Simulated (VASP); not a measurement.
A run of VASP 6.6.1 is set up as follows.

File INCAR:

```
ALGO = Normal
EDIFF = 1E-7
ENCUT = 520
ISIF = 2
ISMEAR = -1
LASPH = True
LCHARG = False
LREAL = False
LWAVE = False
NBANDS = 38
NELM = 80
PREC = Accurate
SIGMA = 0.1
```

KPOINTS

```
k-points
0
Gamma
  12 12 3
```

The input POSCAR:

```
Bi
1.0
    3.5759093960      0.0000000000      0.0000000000
   -1.7879546980      3.0968283785      0.0000000000
    0.0000000000      0.0000000000     11.9170314239
Bi
4
Direct
    0.0000000000      0.0000000000      0.0000000000
    0.0000000000      0.0000000000      0.5000000000
    0.3333333333      0.6666666667      0.2500000000
    0.6666666667      0.3333333333      0.7500000000
```

Potentials or basis: VASP PAW LDA potentials, release 64 (Bi_d).

Launch:

```bash
$ cat potpaw_LDA.64/Bi_d/POTCAR > POTCAR
$ mpirun -np 1 vasp_std > vasp.out
```

Q: Estimate the pressure.

A: -5.6 GPa.

Q: Predict the band gap on the k mesh.

A: Zero (bands 30 and 31 overlap by 5.68 eV).

Stress tensor (GPa, compression positive):
```
-5.82  0.00  0.00
 0.00 -5.82  0.00
 0.00  0.00 -5.20
```

Caveat: the cell stands under tension; spin-orbit coupling is left out, which moves the levels of the heavy elements.
